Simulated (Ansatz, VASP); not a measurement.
# HfSiO4: VASP beside Ansatz

```
Hf Si O
1.0
     0.00000   -6.64491    0.00000
     6.64491    0.00000    0.00000
    -3.32245    3.32245    9.02242
Hf Si O
6 6 24
Direct
  0.00005 0.99929 0.00014
  0.66671 0.66594 0.33347
  0.33335 0.33262 0.66680
  0.58338 0.08262 0.16680
  0.25003 0.74929 0.50014
  0.91671 0.41595 0.83347
  0.08338 0.58263 0.16680
  0.75004 0.24927 0.50013
  0.41670 0.91596 0.83347
  0.16670 0.16595 0.33347
  0.83338 0.83260 0.66680
  0.50004 0.49929 0.00013
  0.62407 0.43896 0.87956
  0.29075 0.10565 0.21291
  0.95738 0.77225 0.54622
  0.02308 0.70665 0.04623
  0.68973 0.37329 0.37955
  0.35633 0.03997 0.71288
  0.02312 0.33803 0.04623
  0.68981 0.00467 0.37956
  0.35644 0.67136 0.71290
  0.92211 0.10568 0.21287
  0.58877 0.77236 0.54623
  0.25544 0.43903 0.87956
  0.56032 0.37528 0.12072
  0.22694 0.04194 0.45404
  0.89366 0.70859 0.78738
  0.95935 0.64291 0.28737
  0.62600 0.30955 0.62070
  0.29270 0.97626 0.95406
  0.32798 0.64293 0.28739
  0.99462 0.30960 0.62072
  0.66131 0.97629 0.95403
  0.22698 0.41056 0.45404
  0.89370 0.07720 0.78738
  0.56035 0.74389 0.12070
```

Alike in both runs: functional PBE; k mesh 2 × 2 × 2; occupations gaussian, width 0.02 eV; no spin polarisation.

Ansatz relaxed the structure, and its values are those at the end. VASP's run is a single point on that final structure, the one shown.

|  | VASP | Ansatz |
| --- | --- | --- |
| version | VASP 6.6.1 | Ansatz 0.2.0 |
| potentials or method | VASP PAW PBE potentials, release 64 (Hf_pv, Si, O), cutoff 520 eV | scalar-relativistic, plane waves, PAW |
| valence electrons in the cell | 228 | 324 |

VASP gave:

| Property | Result |
| --- | --- |
| gap on the k mesh at the Fermi level (eV) | 5.26 |
| least direct gap on the mesh (eV) | 5.60 |
| rms of the force components (eV/Å) | 0.087 |

Task: What did Ansatz give for the same quantities?

Result: gap on the k mesh at the Fermi level (eV): 5.32; least direct gap on the mesh (eV): 5.66; rms of the force components (eV/Å): 0.000.

With one functional, cell and mesh, what is left measures potentials, basis and numerics. VASP's potentials hold 228 valence electrons a cell and Ansatz's 324, so a difference there can come from the potentials and not from the codes.

The k mesh is coarse, so the values compare programs but aren't converged. Spin-orbit coupling is off throughout.
